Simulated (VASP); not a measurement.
Set up this calculation in VASP 6.6.1, as the native input.

* Task: single point
* Functional: PBE
* Potentials or basis: VASP PAW PBE potentials, release 64 (S, O)
* Cutoff: 520 eV
* k mesh: 14 × 14 × 14
* Occupations: fermi-dirac, width 0.0612256 eV
* Spin: no spin polarisation
* Dipole correction: no
* Further INCAR settings: ALGO = Normal; EDIFF = 1e-06; NBANDS = 13

The structure of SO (rock salt type) lies in POSCAR:

```
SO
1.0
    0.0000000000      2.3414114250      2.3414114250
    2.3414114250      0.0000000000      2.3414114250
    2.3414114250      2.3414114250      0.0000000000
S O
1 1
Direct
    0.0000000000      0.0000000000      0.0000000000
    0.5000000000      0.5000000000      0.5000000000
```

One way to write it, as run:

INCAR

```
SYSTEM = SO
PREC = Accurate ; ENCUT = 520
EDIFF = 1E-6 ; ISMEAR = -1
SIGMA = 0.06122561905347299 ; LREAL = .False.
LASPH = .True. ; NELM = 100
ALGO = Normal ; ISIF = 2
LWAVE = .False. ; LCHARG = .True.
GGA = PE ; LELF = .True.
LVHAR = .True. ; NBANDS = 13
```

KPOINTS

```
regular mesh
0
Gamma
  14 14 14
  0 0 0
```

Potentials or basis: VASP PAW PBE potentials, release 64 (S, O).

The run is started by

```bash
$ cat potpaw_PBE.64/S/POTCAR potpaw_PBE.64/O/POTCAR > POTCAR
$ mpirun -np 1 vasp_std > vasp.out
```

Results of the run:

```
Pressure               : -4.9 GPa
Band gap on the k mesh : zero (band 6 reaches 7.48 eV, above the bottom of band 7 at 4.60 eV)
```

Run time: 42 s on 1 thread of AMD EPYC 7R13 Processor (Zen 3), on a shared host, peak memory 0.14 GiB.
